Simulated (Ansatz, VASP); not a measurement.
**Two plane-wave programs on Mg3BeS**

Contents of INCAR:

```
SYSTEM = Mg3BeS
PREC = Accurate ; ENCUT = 600
EDIFF = 1E-6 ; ISMEAR = 0
SIGMA = 0.1 ; LREAL = .FALSE.
LASPH = .TRUE. ; NELM = 100
ALGO = Normal ; ISIF = 3
LWAVE = .FALSE. ; LCHARG = .FALSE.
GGA = PE ; IBRION = 2
NSW = 90 ; EDIFFG = -0.04
```

KPOINTS

```
regular mesh
0
G
  6 6 6
  0 0 0
```

POSCAR

```
Mg3BeS
1.0
    3.1323060570      1.8084377452      3.2516670878
   -3.1323060570      1.8084377452      3.2516670878
    0.0000000000     -3.6168754904      3.2516670878
Mg Be S
3 1 1
Direct
    0.4954357292      0.7625613326      0.0996143505
    0.0996143505      0.4954357292      0.7625613326
    0.7625613326      0.0996143505      0.4954357292
    0.6031133125      0.6031133125      0.6031133125
    0.0081752652      0.0081752652      0.0081752652
```

Input for Ansatz:

```yaml
crystal:
  lattice:
    - [3.132306057, 1.8084377452, 3.2516670878]
    - [-3.132306057, 1.8084377452, 3.2516670878]
    - [0.0, -3.6168754904, 3.2516670878]
  atoms:
    - { symbol: Mg, position: [0.4954357292, 0.7625613326, 0.0996143505] }
    - { symbol: Mg, position: [0.0996143505, 0.4954357292, 0.7625613326] }
    - { symbol: Mg, position: [0.7625613326, 0.0996143505, 0.4954357292] }
    - { symbol: Be, position: [0.6031133125, 0.6031133125, 0.6031133125] }
    - { symbol: S, position: [0.0081752652, 0.0081752652, 0.0081752652] }
basis:
  ecutwfc: 420
kpoints:
  mp_grid: { grid: [6, 6, 6] }
hamiltonian:
  xc: pbe
scf:
  occupations: { method: gaussian, width: 0.1 }
  lower_state_search: "off"
output:
  forces: true
  stress: true
  eigenvalues: true
relax:
  adjacent_minimum: "off"
  f_tol: 0.04
  max_steps: 70
  cell: { stress_tol: 0.4 }
```

Change from the starting cell: species swapped into the Ag3SI type (R3, No. 146).

Alike in both runs: task relaxation of cell and atoms; functional PBE; k mesh 6 × 6 × 6; occupations gaussian, width 0.1 eV; no spin polarisation.

```csv
,VASP,Ansatz
version,VASP 6.6.1,Ansatz 0.2.0
potentials or method,"VASP PAW PBE potentials, release 64 (Mg, Be, S), cutoff 600 eV","scalar-relativistic, plane waves, PAW"
valence electrons in the cell,14,38
```

VASP gave:

| Item | Value |
| --- | --- |
| gap on the k mesh at the Fermi level, each at its own relaxed structure (eV) | none |
| relaxed volume (Å³/atom) | 21.99 |
| relaxed cell length with the largest relative difference (Å) | 4.855 |

Estimate Ansatz's values.

gap on the k mesh at the Fermi level, each at its own relaxed structure (eV): none; relaxed volume (Å³/atom): 21.97; relaxed cell length with the largest relative difference (Å): 4.855.

A gap of «none» marks a metal or a gap that the smearing closes. VASP's potentials hold 14 valence electrons a cell and Ansatz's 38, so a difference there can come from the potentials and not from the codes.
